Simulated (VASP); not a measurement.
# Na in VASP: a series of runs, part 2 of 2

VASP 6.6.1. The steps go on from the part before.

## 4. Single point, LDA (strain -0.030 along x and y, +0.000 along z)

INCAR

```
PREC     = Accurate       # precision mode
ENCUT    = 520            # plane-wave cutoff, eV
EDIFF    = 1E-6           # SCF threshold, eV
ISMEAR   = 0              # smearing method
SIGMA    = 0.15           # smearing width, eV
LREAL    = F              # projectors in reciprocal space
LASPH    = T              # aspherical terms in the spheres
NELM     = 80             # most SCF steps
ALGO     = Normal         # electronic algorithm
ISIF     = 2              # what is computed and relaxed
LWAVE    = F              # write WAVECAR
LCHARG   = F              # write CHGCAR
GGA      = CA             # functional
NBANDS   = 10             # bands
```

KPOINTS

```
regular mesh
0
Gamma
  16 16 16
```

POSCAR

```
Na
1.0
   -2.0539750000      2.0539750000      2.1175000000
    2.0539750000     -2.0539750000      2.1175000000
    2.0539750000      2.0539750000     -2.1175000000
Na
1
Direct
    0.0000000000      0.0000000000      0.0000000000
```

Potentials or basis: VASP PAW LDA potentials, release 64 (Na_pv).

Started as:

```sh
cat potpaw_LDA.64/Na_pv/POTCAR > POTCAR
mpirun -np 1 vasp_std > vasp.out
```

OUTCAR:

```text
PREC = Accurate
   ENCUT = 520
   EDIFF = 1E-6
   ISMEAR = 0
   LREAL = F
   LASPH = T
   NELM = 80
   ISIF = 2
   GGA = CA

 ion  position               nearest neighbor table
   1  0.000  0.000  0.000-

  LATTYP: Found a body centered tetragonal cell.
 ALAT       =     4.1079500000
 C/A-ratio  =     1.0309278351

  Lattice vectors:

 A1 = (  -2.0539750000,   2.0539750000,   2.1175000000)
 A2 = (   2.0539750000,  -2.0539750000,   2.1175000000)
 A3 = (   2.0539750000,   2.0539750000,  -2.1175000000)

Analysis of symmetry for initial positions (statically):
=====================================================================
 Subroutine PRICEL returns:
 Original cell was already a primitive cell.

 Routine SETGRP: Setting up the symmetry group for a
 body centered tetragonal supercell.

 Subroutine GETGRP returns: Found 16 space group operations
 (whereof 16 operations were pure point group operations)
 out of a pool of 16 trial point group operations.

The static configuration has the point symmetry D_4h.

Analysis of symmetry for dynamics (positions and initial velocities):
=====================================================================
 Subroutine PRICEL returns:
 Original cell was already a primitive cell.

 Routine SETGRP: Setting up the symmetry group for a
 body centered tetragonal supercell.

 Subroutine GETGRP returns: Found 16 space group operations
 (whereof 16 operations were pure point group operations)
 out of a pool of 16 trial point group operations.

The dynamic configuration has the point symmetry D_4h.

 Subroutine INISYM returns: Found 16 space group operations
 (whereof 16 operations are pure point group operations),
 and found     1 'primitive' translations

----------------------------------------------------------------------------------------

                                     Primitive cell

  volume of cell :      35.7333

  direct lattice vectors                    reciprocal lattice vectors
    -2.053975000  2.053975000  2.117500000     0.000000000  0.243430421  0.236127509
     2.053975000 -2.053975000  2.117500000     0.243430421  0.000000000  0.236127509
     2.053975000  2.053975000 -2.117500000     0.243430421  0.243430421  0.000000000

  length of vectors
     3.594639461  3.594639461  3.594639461     0.339137982  0.339137982  0.344262604

  position of ions in fractional coordinates (direct lattice)
     0.000000000  0.000000000  0.000000000

  ion indices of the primitive-cell ions
   primitive index   ion index
                 1           1

----------------------------------------------------------------------------------------

 KPOINTS: regular mesh

Automatic generation of k-mesh.
 Grid dimensions read from file:
 generate k-points for:   16   16   16

 Generating k-lattice:

  Cartesian coordinates                     Fractional coordinates (reciprocal lattice)
     0.000000000  0.015214401  0.014757969     0.062500000  0.000000000  0.000000000
     0.015214401  0.000000000  0.014757969     0.000000000  0.062500000  0.000000000
     0.015214401  0.015214401  0.000000000     0.000000000  0.000000000  0.062500000

  Length of vectors
     0.021196124  0.021196124  0.021516413

  Shift w.r.t. Gamma in fractional coordinates (k-lattice)
     0.000000000  0.000000000  0.000000000

 Subroutine IBZKPT returns following result:
 ===========================================

 Found    349 irreducible k-points:

 Following reciprocal coordinates:
            Coordinates               Weight
  0.000000  0.000000  0.000000      1.000000
  0.062500  0.000000  0.000000      8.000000
  0.125000  0.000000  0.000000      8.000000
  0.187500  0.000000  0.000000      8.000000
  0.250000  0.000000  0.000000      8.000000
  0.312500  0.000000  0.000000      8.000000
[... 16 lines left out ...]
 -0.125000  0.062500  0.000000     16.000000
 -0.062500  0.062500  0.000000      4.000000
 [... further k-points ...]
   k-points           NKPTS =    349   k-points in BZ     NKDIM =    349   number of bands    NBANDS=     10
   number of dos      NEDOS =    301   number of ions     NIONS =      1
   total plane-waves  NPLWV =  21952
   dimension x,y,z NGX =    28 NGY =   28 NGZ =   28
   dimension x,y,z NGXF=    56 NGYF=   56 NGZF=   56
   ions per type =               1
   NGX,Y,Z   is equivalent  to a cutoff of  12.95, 12.95, 12.95 a.u.
   NGXF,Y,Z  is equivalent  to a cutoff of  25.90, 25.90, 25.90 a.u.
 SYSTEM =  unknown system
   PREC   = accura    normal or accurate (medium, high low for compatibility)
   ISTART =      0    job   : 0-new  1-cont  2-samecut
   ICHARG =      2    charge: 1-file 2-atom 10-const
   ISPIN  =      1    spin polarized calculation?
   LNONCOLLINEAR =      F non collinear calculations
   LSORBIT =      F    spin-orbit coupling
   LASPH  =      T    aspherical Exc in radial PAW
   ENCUT  =  520.0 eV  38.22 Ry    6.18 a.u.   6.68  6.68  6.68*2*pi/ulx,y,z
   NELM   =     80;   NELMIN=  2; NELMDL= -5     # of ELM steps
   EDIFF  = 0.1E-05   stopping-criterion for ELM
   LREAL  =      F    real-space projection
   EDIFFG = 0.1E-04   stopping-criterion for IOM
   NSW    =      0    number of steps for IOM
   IBRION =     -1    ionic relax: 0-MD 1-quasi-New 2-CG
   NFREE  =      0    steps in history (QN), initial steepest desc. (CG)
   ISIF   =      2    stress and relaxation
   ISYM   =      2    0-nonsym 1-usesym 2-fastsym
   POTIM  = 0.5000    time-step for ionic-motion
   TEBEG  =    0.0;   TEEND  =   0.0 temperature during run
   PSTRESS=    0.0 pullay stress
   NELECT =       7.0000    total number of electrons
   NUPDOWN=      -1.0000    fix difference up-down
   EMIN   =  10.00;   EMAX   =-10.00  energy-range for DOS
   EFERMI =   0.00;   METHOD = LEGACY
   ISMEAR =     0;   SIGMA  =   0.15  broadening in eV -4-tet -1-fermi 0-gaus
   EFERMI_NEDOS =   21; number of points for ismear=-14 and -15
   IALGO  =     38    algorithm
   IMIX   =      4    mixing-type and parameters
     AMIX     =   0.40;   BMIX     =  1.00
     AMIX_MAG =   1.60;   BMIX_MAG =  1.00
  volume/ion in A,a.u.               =      35.73       241.14
  Fermi-wavevector in a.u.,A,eV,Ry     =   0.950786  1.796726 12.299594  0.903995
  Thomas-Fermi vector in A             =   2.079196
   LORBIT       =      0    0 simple, 1 ext, 2 COOP (PROOUT), +10 PAW based schemes
   GGA     = CA    functional components
   LHFCALC =     F    Hartree Fock is set to
   AEXX    =    0.0000 exact exchange contribution
   IVDW    =     0    specifies the selected vdW correction
   LEPSILON=     F    determine dielectric tensor
   LRPA    =     F    only Hartree local field effects (RPA)
 non-spin polarized calculation
 Gauss-broadening in eV      SIGMA  =   0.15
  energy-cutoff  :      520.00
  volume of cell :       35.73
 maximum number of plane-waves:       988
   NGX = 13   NGY = 13   NGZ = 13

 number of electron       6.9999994 magnetization

 Free energy of the ion-electron system (eV)
  ---------------------------------------------------
  ext. energy  EPLUGINS =         0.00000000
  ---------------------------------------------------
  free energy    TOTEN  =        -1.45258479 eV

  energy without entropy =       -1.44759849  energy(sigma->0) =       -1.45009164

 E-fermi :   0.2628     XC(G=0):  -6.8319

 val. band max:        0.2576302218   @ k =  -0.3125  -0.3125   0.2500
 cond. band min:       0.2687017874   @ k =   0.5000   0.1875  -0.0000
 fundamental gap:      0.0110715656
 Fermi energy:         0.2627782044

 k-point     1 :       0.0000    0.0000    0.0000
  band No.  band energies     occupation
      1     -24.6515      2.00000
      2     -24.6515      2.00000
      3     -24.6514      2.00000
      4      -3.0968      2.00000
      5      11.9949      0.00000
      6      11.9949      0.00000
      7      12.4541      0.00000
      8      13.0366      0.00000
      9      13.5044      0.00000
     10      13.7560      0.00000
[... 287 lines left out ...]
 k-point    24 :      -0.0625    0.0625    0.0000
  band No.  band energies     occupation
      1     -24.6531      2.00000
      2     -24.6519      2.00000
      3     -24.6515      2.00000
      4      -3.0246      2.00000
      5      11.4909      0.00000
      6      11.5236      0.00000
      7      11.6873      0.00000
      8      12.4289      0.00000
      9      12.9257      0.00000
     10      14.0472      0.00000

 [... further k-points ...]

------------------------ aborting loop because EDIFF is reached ----------------------------------------

  FORCE on cell =-STRESS in cart. coord.  units (eV):
  Direction    XX          YY          ZZ          XY          YZ          ZX
  --------------------------------------------------------------------------------------
  -------------------------------------------------------------------------------------
  Total       -0.1299076     -0.1299076     -0.1361058      0.0000000      0.0000000      0.0000000
  in kB       -5.8246711     -5.8246711     -6.1025811      0.0000000      0.0000000      0.0000000
  external PRESSURE =      -5.9173078 kB  Pullay stress =       0.0000000 kB

 VOLUME and BASIS-vectors are now :
 -----------------------------------------------------------------------------
  energy-cutoff  :      520.00
  volume of cell :       35.73
      direct lattice vectors                 reciprocal lattice vectors
    -2.053975000  2.053975000  2.117500000     0.000000000  0.243430421  0.236127509
     2.053975000 -2.053975000  2.117500000     0.243430421  0.000000000  0.236127509
     2.053975000  2.053975000 -2.117500000     0.243430421  0.243430421  0.000000000

 POSITION                                       TOTAL-FORCE (eV/Angst)
 -----------------------------------------------------------------------------------
      0.00000      0.00000      0.00000         0.000000      0.000000      0.000000
 -----------------------------------------------------------------------------------
    total drift:                               -0.000000     -0.000000     -0.000000

  FREE ENERGIE OF THE ION-ELECTRON SYSTEM (eV)
  ---------------------------------------------------
  free  energy   TOTEN  =        -1.4525847893 eV

  energy  without entropy=       -1.4475984944  energy(sigma->0) =       -1.45009164
```

Wall time 26 s (1 thread of Intel Xeon 6975P-C (Granite Rapids), shared host); peak memory 0.21 GiB.

What came out:

```yaml
Free_energy: -1.4526 eV
Pressure: -0.6 GPa
```

Caveat: the cell differs from its parent crystal (strain -0.030 along x and y, +0.000 along z).

## 5. Single point, LDA (strain -0.030 along x and y, +0.015 along z)

INCAR

```
SYSTEM = Na
PREC = Accurate ; ENCUT = 520
EDIFF = 1E-6 ; ISMEAR = 0
SIGMA = 0.15 ; LREAL = .False.
LASPH = .True. ; NELM = 100
ALGO = Normal ; ISIF = 2
LWAVE = .False. ; LCHARG = .False.
GGA = CA ; NBANDS = 10
```

KPOINTS

```
regular mesh
0
Gamma
  16 16 16
  0 0 0
```

POSCAR

```
Na
1.0
   -2.0539750000      2.0539750000      2.1492625000
    2.0539750000     -2.0539750000      2.1492625000
    2.0539750000      2.0539750000     -2.1492625000
Na
1
Direct
    0.0000000000      0.0000000000      0.0000000000
```

Started as:

```sh
cat potpaw_LDA.64/Na_pv/POTCAR > POTCAR
mpirun -np 1 vasp_std > vasp.out
```

Run time: 26 s. Hardware: 1 thread of Intel Xeon 6975P-C (Granite Rapids), shared host; peak memory 0.21 GiB.

Results (log left out):

- Free energy: -1.4504 eV
- Pressure: -0.7 GPa

Levels at points of the mesh, in eV from the Fermi level:
```
           k point  band 1  band 2  band 3  band 4  band 5  band 6  band 7  band 8
(0.00, 0.00, 0.00)  -24.92  -24.92  -24.92   -3.33   11.58   11.58   12.25   12.57
(0.50, 0.00, 0.00)  -24.96  -24.94  -24.92    0.74    1.14    8.49    9.37    9.60
(0.50, 0.50, 0.00)  -24.96  -24.94  -24.93    0.90    1.35    7.92    8.80    9.01
(0.50, 0.50, 0.50)  -24.96  -24.95  -24.95    4.40    4.42    4.82    5.19    5.19
```

Caveat: the cell differs from its parent crystal (strain -0.030 along x and y, +0.015 along z).

## 6. Overview

| cell | gap on the mesh (eV) | pressure (GPa) |
| --- | --- | --- |
| a = 3.558 Å, angles 109.5°, 1 atom | none | -0.4 |
| a = 3.576 Å, angles 109.9, 109.9, 108.6°, 1 atom | none | -0.6 |
| a = 3.595 Å, angles 110.3, 110.3, 107.8°, 1 atom | none | -0.6 |
| a = 3.613 Å, angles 110.7, 110.7, 107.0°, 1 atom | none | -0.7 |

Alike in all rows: task single point; level LDA; potentials or basis VASP PAW LDA potentials, release 64 (Na_pv); no spin polarisation; k mesh 16 × 16 × 16; cutoff (eV) 520; smearing gaussian 0.15 eV.

Absolute energies hang on the potentials; compare differences alone.
